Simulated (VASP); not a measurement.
Runs of VASP 6.6.1 on LiLu. The structure is that of space group Fm-3m (No. 225), or close to it. The cells are those of the table. 

| task | cell | k mesh | cutoff (eV) | gap on the mesh (eV) | pressure (GPa) | relaxed volume (Å³/atom) |
| --- | --- | --- | --- | --- | --- | --- |
| relaxation of cell and atoms | relaxed from a = 4.162 Å, angles 60.0°, 2 atoms | 16 × 16 × 16 | 600 | none | 0.0 | (a) |
| single point | a = 4.167 Å, angles 60.0°, 2 atoms | 16 × 16 × 16 | 520 | none | - | - |
| single point | a = 4.162 Å, angles 60.0°, 2 atoms | 6 × 6 × 6 | 520 | none | - | - |
| relaxation of cell and atoms | relaxed from a = 3.662 Å, angles 60.0°, 2 atoms | 6 × 6 × 6 | 600 | none | -0.2 | 25.17 |

Alike in all rows: level PBE; potentials or basis VASP PAW PBE potentials, release 64 (Li_sv, Lu); no spin polarisation; smearing gaussian 0.1 eV.

Question: Estimate the missing entries.

Answer: (a) 25.55.

Caveats: the cutoff is under 1.25 times the usual one of these potentials, so pressure, stress and relaxed cells hold a basis-set (Pulay) error; spin-orbit coupling is left out, which moves the levels of the heavy elements; the volume moved by over 15 % at a fixed basis, so the end points are rough (some runs).

A k mesh can miss the band edges, and the runs leave out spin-orbit coupling on Lu.

A gap of «none» marks levels without a gap at the run's occupations.
